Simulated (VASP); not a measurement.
Input of a VASP 6.6.1 run:

File INCAR:

```
  PREC = Accurate
  ENCUT = 520
  EDIFF = 1E-7
  ISMEAR = -1
  SIGMA = 0.05
  LREAL = F
  LASPH = T
  NELM = 150
  ALGO = Normal
  ISIF = 2
  LWAVE = F
  LCHARG = F
  LMAXMIX = 4
  LDAU = T
  LDAUTYPE = 2
  LDAUL = 2 -1
  LDAUU = 5 0
  LDAUJ = 0 0
  LDAUPRINT = 1
  GGA = CA
  NBANDS = 35
```

Contents of KPOINTS:

```
regular mesh
0
Gamma
  10 10 3
```

The input POSCAR:

```
MoS2
1.0
    3.1690000000      0.0000000000      0.0000000000
   -1.5845000000      2.7444345046      0.0000000000
    0.0000000000      0.0000000000     12.3240000000
Mo S
2 4
Direct
    0.6666666667      0.3333333333      0.7500000000
    0.3333333333      0.6666666667      0.2500000000
    0.6666666667      0.3333333333      0.3770000000
    0.3333333333      0.6666666667      0.8770000000
    0.6666666667      0.3333333333      0.1230000000
    0.3333333333      0.6666666667      0.6230000000
```

Potentials or basis: VASP PAW LDA potentials, release 64 (Mo_sv, S).

Command:

```sh
$ cat potpaw_LDA.64/Mo_sv/POTCAR potpaw_LDA.64/S/POTCAR > POTCAR
$ mpirun -np 1 vasp_std > vasp.out
```

Task: Predict the band gap on the k mesh.

Result: 0.90 eV, indirect (least direct gap 1.77 eV).

Task: Estimate the largest force.

Result: 0.120 eV/Å.

Forces in eV/Å, atoms in the order of the input:
```
Mo   0.000  0.000  0.000
Mo   0.000  0.000  0.000
S    0.000  0.000 -0.120
S    0.000  0.000 -0.120
S    0.000  0.000  0.120
S    0.000  0.000  0.120
```

**What was measured.**

“Multiwavelength excitation Raman Scattering Analysis of bulk and 2 dimensional MoS2: Vibrational properties of atomically thin MoS2 layers”, 2015, arxiv:1506.03228 reports, for a bulk crystal of MoS2 at 300 K: band gap 1.3 eV (indirect).

A measured gap of MoS2 is 1.3 eV (indirect; 300 K; “Multiwavelength excitation Raman Scattering Analysis of bulk and 2 dimensional MoS2: Vibrational properties of atomically thin MoS2 layers”, 2015, arxiv:1506.03228); the calculated 0.90 eV misses it by -0.40 eV. Spin-orbit coupling on Mo is left out. The value is that of LDA+U on a finite k mesh, which can miss the band edges, without temperature or zero-point motion.
